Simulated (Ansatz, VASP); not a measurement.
# Two plane-wave programs on LiF

```
CELL_PARAMETERS angstrom
-0.04632 2.09829 2.09829
2.09829 -0.04632 2.09829
2.09829 2.09829 -0.04632
ATOMIC_POSITIONS crystal
Li 0.99769 0.99769 0.99769
F 0.25231 0.25231 0.25231
```

Change from the starting cell: shear_111 strain -3.2%.

Alike in both runs: task single point; functional r2SCAN; k mesh 10 × 10 × 10; no spin polarisation.

|  | VASP | Ansatz |
| --- | --- | --- |
| version | VASP 6.6.1 | Ansatz 0.2.0 |
| potentials or method | VASP PAW PBE potentials, release 64 (Li_sv, F) | plane waves, PAW |
| plane-wave cutoff (eV) | 520 | 500 |
| occupations | gaussian, width 0.01 eV | fixed |
| valence electrons in the cell | 10 | 10 |

```tsv
	VASP	Ansatz	Ansatz less VASP
gap on the k mesh at the Fermi level (eV)	8.84	8.76	-0.071
rms of the force components (eV/Å)	0.013	0.000	-0.0125
```

VASP's potentials were made for PBE, not for r2SCAN. Atom by atom the forces differ by 0.013 eV/Å (rms over components).

Noted on VASP's run: the cutoff is under 1.25 times that of the potentials, so the pressure is a little rough.
